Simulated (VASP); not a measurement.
Input of a VASP 6.6.1 run:

Contents of INCAR:

```
ALGO     = Normal         # electronic algorithm
EDIFF    = 1E-6           # SCF threshold, eV
ENCUT    = 600            # plane-wave cutoff, eV
GGA      = PE             # functional
GGA_COMPAT= False        
ISIF     = 2              # what is computed and relaxed
ISMEAR   = 0              # smearing method
LASPH    = True           # aspherical terms in the spheres
LCHARG   = False          # write CHGCAR
LREAL    = False          # projectors in reciprocal space
LWAVE    = False          # write WAVECAR
NBANDS   = 15             # bands
NELM     = 120            # most SCF steps
PREC     = Accurate       # precision mode
SIGMA    = 0.01           # smearing width, eV
```

Contents of KPOINTS:

```
k-points
0
Gamma
  8 8 8
```

POSCAR

```
BaO
1.0
    0.0000000000      2.7719426816      2.7719426816
    2.7719426816      0.0000000000      2.7719426816
    2.7719426816      2.7719426816      0.0000000000
Ba O
1 1
Direct
    0.0000000000      0.0000000000      0.0000000000
    0.5000000000      0.5000000000      0.5000000000
```

Potentials or basis: VASP PAW PBE potentials, release 64 (Ba_sv, O).

The run is started by

```console
$ cat potpaw_PBE.64/Ba_sv/POTCAR potpaw_PBE.64/O/POTCAR > POTCAR
$ mpirun -np 1 vasp_std > vasp.out
```

Task: Predict the pressure.

Result: 2.8 GPa.

Task: What does it give for the band gap on the k mesh?

Result: 1.98 eV.

Caveat: spin-orbit coupling is left out, which moves the levels of the heavy elements. A k mesh can miss the band edges.
